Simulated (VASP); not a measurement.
Runs of VASP 6.6.1 on NaLu. The structure is that of space group Fm-3m (No. 225), or close to it. The cells are those of the table. The cell was built from a structure type or drawn by symmetry, and may not be a known phase.

```tsv
task	cell	k mesh	cutoff (eV)	gap on the mesh (eV)	pressure (GPa)
single point	a = 3.985 Å, angles 60.0°, 2 atoms	6 × 6 × 6	520	none	14.3
single point	a = 4.482 Å, angles 60.0°, 2 atoms	6 × 6 × 6	520	none	0.1
single point	a = 4.496 Å, angles 60.0°, 2 atoms	16 × 16 × 16	520	none	(a)
relaxation of cell and atoms	relaxed from a = 3.985 Å, angles 60.0°, 2 atoms	6 × 6 × 6	600	none	0.1
```

Alike in all rows: level PBE; potentials or basis VASP PAW PBE potentials, release 64 (Na_pv, Lu); no spin polarisation; smearing gaussian 0.1 eV.

**Question.** Fill in the values left out.

**Answer.** (a) -0.3.

Caveats: spin-orbit coupling is left out, which moves the levels of the heavy elements; the cell stands under pressure (at least some runs).

A k mesh can miss the band edges, and the runs leave out spin-orbit coupling on Lu.

A gap of «none» marks levels without a gap at the run's occupations.
